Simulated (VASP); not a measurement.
# ZnS (F-43m) in VASP: notebook, part 2 of 2

VASP 6.6.1. The steps go on from the part before.

**5. Single point, revPBE (volume scaled by 0.98)**

INCAR

```
  PREC = Accurate
  ENCUT = 520
  EDIFF = 1E-6
  ISMEAR = 0
  SIGMA = 0.05
  LREAL = F
  LASPH = T
  NELM = 100
  ALGO = Normal
  ISIF = 2
  LWAVE = F
  LCHARG = F
  GGA = RE
  NBANDS = 16
```

KPOINTS

```
Automatic mesh
0
Gamma
  8 8 8
```

POSCAR

```
ZnS
1.0
    0.0000000000      2.7280625878      2.7280625878
    2.7280625878      0.0000000000      2.7280625878
    2.7280625878      2.7280625878      0.0000000000
Zn S
1 1
Direct
    0.0000000000      0.0000000000      0.0000000000
    0.7500000000      0.7500000000      0.7500000000
```

Potentials or basis: VASP PAW PBE potentials, release 64 (Zn, S).

Launch:

```console
$ cat potpaw_PBE.64/Zn/POTCAR potpaw_PBE.64/S/POTCAR > POTCAR
$ mpirun -np 1 vasp_std > vasp.out
```

OUTCAR:

```text
PREC = Accurate
   ENCUT = 520
   EDIFF = 1E-6
   ISMEAR = 0
   LREAL = F
   LASPH = T
   NELM = 100
   ISIF = 2
   GGA = RE

 ion  position               nearest neighbor table
   1  0.000  0.000  0.000-   2 2.36   2 2.36   2 2.36   2 2.36
   2  0.750  0.750  0.750-   1 2.36   1 2.36   1 2.36   1 2.36

  LATTYP: Found a face centered cubic cell.
 ALAT       =     5.4561251756

  Lattice vectors:

 A1 = (   0.0000000000,   2.7280625878,   2.7280625878)
 A2 = (   2.7280625878,   0.0000000000,   2.7280625878)
 A3 = (   2.7280625878,   2.7280625878,   0.0000000000)

Analysis of symmetry for initial positions (statically):
=====================================================================
 Subroutine PRICEL returns:
 Original cell was already a primitive cell.

 Routine SETGRP: Setting up the symmetry group for a
 face centered cubic supercell.

 Subroutine GETGRP returns: Found 24 space group operations
 (whereof 24 operations were pure point group operations)
 out of a pool of 48 trial point group operations.

The static configuration has the point symmetry T_d .

Analysis of symmetry for dynamics (positions and initial velocities):
=====================================================================
 Subroutine PRICEL returns:
 Original cell was already a primitive cell.

 Routine SETGRP: Setting up the symmetry group for a
 face centered cubic supercell.

 Subroutine GETGRP returns: Found 24 space group operations
 (whereof 24 operations were pure point group operations)
 out of a pool of 48 trial point group operations.

The dynamic configuration has the point symmetry T_d .

 Subroutine INISYM returns: Found 24 space group operations
 (whereof 24 operations are pure point group operations),
 and found     1 'primitive' translations

----------------------------------------------------------------------------------------

                                     Primitive cell

  volume of cell :      40.6063

  direct lattice vectors                    reciprocal lattice vectors
     0.000000000  2.728062588  2.728062588    -0.183280253  0.183280253  0.183280253
     2.728062588  0.000000000  2.728062588     0.183280253 -0.183280253  0.183280253
     2.728062588  2.728062588  0.000000000     0.183280253  0.183280253 -0.183280253

  length of vectors
     3.858063111  3.858063111  3.858063111     0.317450709  0.317450709  0.317450709

  position of ions in fractional coordinates (direct lattice)
     0.000000000  0.000000000  0.000000000
     0.750000000  0.750000000  0.750000000

  ion indices of the primitive-cell ions
   primitive index   ion index
                 1           1
                 2           2

----------------------------------------------------------------------------------------

 KPOINTS: Automatic mesh

Automatic generation of k-mesh.
 Grid dimensions read from file:
 generate k-points for:    8    8    8

 Generating k-lattice:

  Cartesian coordinates                     Fractional coordinates (reciprocal lattice)
    -0.022910032  0.022910032  0.022910032     0.125000000  0.000000000  0.000000000
     0.022910032 -0.022910032  0.022910032     0.000000000  0.125000000  0.000000000
     0.022910032  0.022910032 -0.022910032     0.000000000  0.000000000  0.125000000

  Length of vectors
     0.039681339  0.039681339  0.039681339

  Shift w.r.t. Gamma in fractional coordinates (k-lattice)
     0.000000000  0.000000000  0.000000000

 Subroutine IBZKPT returns following result:
 ===========================================

 Found     29 irreducible k-points:

 Following reciprocal coordinates:
            Coordinates               Weight
  0.000000  0.000000  0.000000      1.000000
  0.125000  0.000000  0.000000      8.000000
  0.250000  0.000000  0.000000      8.000000
  0.375000  0.000000  0.000000      8.000000
  0.500000  0.000000  0.000000      4.000000
  0.125000  0.125000  0.000000      6.000000
[... 16 lines left out ...]
  0.500000  0.250000  0.125000     48.000000
 -0.375000  0.250000  0.125000     24.000000
 [... further k-points ...]
   k-points           NKPTS =     29   k-points in BZ     NKDIM =     29   number of bands    NBANDS=     16
   number of dos      NEDOS =    301   number of ions     NIONS =      2
   total plane-waves  NPLWV =  27000
   dimension x,y,z NGX =    30 NGY =   30 NGZ =   30
   dimension x,y,z NGXF=    60 NGYF=   60 NGZF=   60
   ions per type =               1   1
   NGX,Y,Z   is equivalent  to a cutoff of  12.93, 12.93, 12.93 a.u.
   NGXF,Y,Z  is equivalent  to a cutoff of  25.85, 25.85, 25.85 a.u.
 SYSTEM =  unknown system
   PREC   = accura    normal or accurate (medium, high low for compatibility)
   ISTART =      0    job   : 0-new  1-cont  2-samecut
   ICHARG =      2    charge: 1-file 2-atom 10-const
   ISPIN  =      1    spin polarized calculation?
   LNONCOLLINEAR =      F non collinear calculations
   LSORBIT =      F    spin-orbit coupling
   LASPH  =      T    aspherical Exc in radial PAW
   ENCUT  =  520.0 eV  38.22 Ry    6.18 a.u.   7.17  7.17  7.17*2*pi/ulx,y,z
   NELM   =    100;   NELMIN=  2; NELMDL= -5     # of ELM steps
   EDIFF  = 0.1E-05   stopping-criterion for ELM
   LREAL  =      F    real-space projection
   EDIFFG = 0.1E-04   stopping-criterion for IOM
   NSW    =      0    number of steps for IOM
   IBRION =     -1    ionic relax: 0-MD 1-quasi-New 2-CG
   NFREE  =      0    steps in history (QN), initial steepest desc. (CG)
   ISIF   =      2    stress and relaxation
   ISYM   =      2    0-nonsym 1-usesym 2-fastsym
   POTIM  = 0.5000    time-step for ionic-motion
   TEBEG  =    0.0;   TEEND  =   0.0 temperature during run
   PSTRESS=    0.0 pullay stress
   NELECT =      18.0000    total number of electrons
   NUPDOWN=      -1.0000    fix difference up-down
   EMIN   =  10.00;   EMAX   =-10.00  energy-range for DOS
   EFERMI =   0.00;   METHOD = LEGACY
   ISMEAR =     0;   SIGMA  =   0.05  broadening in eV -4-tet -1-fermi 0-gaus
   EFERMI_NEDOS =   21; number of points for ismear=-14 and -15
   IALGO  =     38    algorithm
   IMIX   =      4    mixing-type and parameters
     AMIX     =   0.40;   BMIX     =  1.00
     AMIX_MAG =   1.60;   BMIX_MAG =  1.00
  volume/ion in A,a.u.               =      20.30       137.01
  Fermi-wavevector in a.u.,A,eV,Ry     =   1.248249  2.358849 21.199596  1.558126
  Thomas-Fermi vector in A             =   2.382345
   LORBIT       =      0    0 simple, 1 ext, 2 COOP (PROOUT), +10 PAW based schemes
   GGA     = RE    functional components
   LHFCALC =     F    Hartree Fock is set to
   AEXX    =    0.0000 exact exchange contribution
   IVDW    =     0    specifies the selected vdW correction
   LEPSILON=     F    determine dielectric tensor
   LRPA    =     F    only Hartree local field effects (RPA)
 non-spin polarized calculation
 Gauss-broadening in eV      SIGMA  =   0.05
  energy-cutoff  :      520.00
  volume of cell :       40.61
 maximum number of plane-waves:      1108
 NGX is ok and might be reduce to    30
   NGX = 15   NGY = 15   NGZ = 15

 number of electron      18.0000005 magnetization

 Free energy of the ion-electron system (eV)
  ---------------------------------------------------
  ext. energy  EPLUGINS =         0.00000000
  ---------------------------------------------------
  free energy    TOTEN  =        -6.28121002 eV

  energy without entropy =       -6.28121002  energy(sigma->0) =       -6.28121002

 E-fermi :   2.1762     XC(G=0):  -9.3292

 val. band max:        1.9268669180   @ k =   0.0000   0.0000   0.0000
 cond. band min:       4.0396130563   @ k =   0.0000   0.0000   0.0000
 fundamental gap:      2.1127461382
 Fermi energy:         2.1762392385

 k-point     1 :       0.0000    0.0000    0.0000
  band No.  band energies     occupation
      1     -11.0046      2.00000
      2      -4.2684      2.00000
      3      -4.2684      2.00000
      4      -4.2684      2.00000
      5      -3.8002      2.00000
      6      -3.8002      2.00000
[... 8 lines left out ...]
     15      13.6375      0.00000
     16      13.8376      0.00000
[... 419 lines left out ...]
 k-point    24 :      -0.3750    0.2500    0.1250
  band No.  band energies     occupation
      1      -9.9947      2.00000
      2      -4.1440      2.00000
      3      -4.0929      2.00000
      4      -3.8448      2.00000
      5      -3.7877      2.00000
      6      -3.5455      2.00000
[... 8 lines left out ...]
     15      15.3432      0.00000
     16      16.0715      0.00000

 [... further k-points ...]

------------------------ aborting loop because EDIFF is reached ----------------------------------------

  FORCE on cell =-STRESS in cart. coord.  units (eV):
  Direction    XX          YY          ZZ          XY          YZ          ZX
  --------------------------------------------------------------------------------------
  -------------------------------------------------------------------------------------
  Total        0.3697809      0.3697809      0.3697809      0.0000000      0.0000000      0.0000000
  in kB       14.5902268     14.5902268     14.5902268      0.0000000      0.0000000      0.0000000
  external PRESSURE =      14.5902268 kB  Pullay stress =       0.0000000 kB

 VOLUME and BASIS-vectors are now :
 -----------------------------------------------------------------------------
  energy-cutoff  :      520.00
  volume of cell :       40.61
      direct lattice vectors                 reciprocal lattice vectors
     0.000000000  2.728062588  2.728062588    -0.183280253  0.183280253  0.183280253
     2.728062588  0.000000000  2.728062588     0.183280253 -0.183280253  0.183280253
     2.728062588  2.728062588  0.000000000     0.183280253  0.183280253 -0.183280253

 POSITION                                       TOTAL-FORCE (eV/Angst)
 -----------------------------------------------------------------------------------
      0.00000      0.00000      0.00000        -0.000000     -0.000000     -0.000000
      4.09209      4.09209      4.09209         0.000000      0.000000      0.000000
 -----------------------------------------------------------------------------------
    total drift:                               -0.000000     -0.000000      0.000000

  FREE ENERGIE OF THE ION-ELECTRON SYSTEM (eV)
  ---------------------------------------------------
  free  energy   TOTEN  =        -6.2812100190 eV

  energy  without entropy=       -6.2812100190  energy(sigma->0) =       -6.28121002
```

stdout:

```text
POSCAR found type information on POSCAR ZnS
 POSCAR found :  2 types and       2 ions
 scaLAPACK will be used
 -----------------------------------------------------------------------------
|                                                                             |
|                                                                             |
|     You enforced a specific xc type in the INCAR file but a different       |
|     I HOPE YOU KNOW WHAT YOU ARE DOING!                                     |
|                                                                             |
 -----------------------------------------------------------------------------

 LDA part: xc-table for (Slater+PW92), standard interpolation
 POSCAR, INCAR and KPOINTS ok, starting setup
 FFT: planning ... GRIDC
 FFT: planning ... GRID_SOFT
 FFT: planning ... GRID
 WAVECAR not read
 entering main loop
```

Wall time 22 s (1 thread of Intel Xeon Platinum 8488C (Sapphire Rapids), shared host); peak memory 0.17 GiB.

What came out:

```yaml
Free_energy: -6.2812 eV
Pressure: 1.5 GPa
Band_gap_on_the_k_mesh: 2.11 eV, direct
```

Levels at points of the mesh, in eV from the valence-band top:
```tsv
k point	band 5	band 6	band 7	band 8	band 9	band 10	band 11	band 12	band 13	band 14
(0.00, 0.00, 0.00)	-5.73	-5.73	0.00	0.00	0.00	2.11	6.45	6.45	6.45	11.71
(0.50, 0.00, 0.00)	-5.70	-5.53	-5.07	-0.82	-0.82	3.34	6.99	6.99	8.91	12.22
(0.50, 0.50, 0.00)	-5.66	-5.52	-4.41	-2.11	-2.11	3.58	4.15	10.92	11.84	11.84
```

Caveat: the PAW data sets were made with another functional, which shifts forces and pressure a little.

**6. Overview**

| cell | gap on the mesh (eV) | pressure (GPa) |
| --- | --- | --- |
| a = 3.852 Å, angles 60.0°, 2 atoms | 2.13 | 1.8 |
| a = 3.832 Å, angles 60.0°, 2 atoms | 2.20 | 3.0 |
| a = 3.884 Å, angles 60.0°, 2 atoms | 2.03 | 0.1 |
| a = 3.858 Å, angles 60.0°, 2 atoms | 2.11 | 1.5 |

Alike in all rows: task single point; level revPBE; potentials or basis VASP PAW PBE potentials, release 64 (Zn, S); no spin polarisation; k mesh 8 × 8 × 8; cutoff (eV) 520; smearing gaussian 0.05 eV.

Caveats: the PAW data sets were made with another functional, which shifts forces and pressure a little.

Absolute energies hang on the potentials; compare differences alone.

**7. Comparison with measurements**

Step 2. Against the measured gap of ZnS, 3.85 eV (direct; 19 K; quoted in “Electronic, vibrational, and thermodynamic properties of ZnS (zincblende and rocksalt structure)”, 2009, arxiv:0911.5022), the calculated 2.13 eV is off by -1.72 eV. The value is that of revPBE, without temperature or zero-point motion. Semilocal functionals fall short of measured gaps as a rule.

Step 4. A measured gap of ZnS is 3.85 eV (direct; 19 K; quoted in “Electronic, vibrational, and thermodynamic properties of ZnS (zincblende and rocksalt structure)”, 2009, arxiv:0911.5022); the calculated 2.03 eV misses it by -1.82 eV. The value is that of revPBE, without temperature or zero-point motion. Semilocal functionals fall short of measured gaps as a rule.
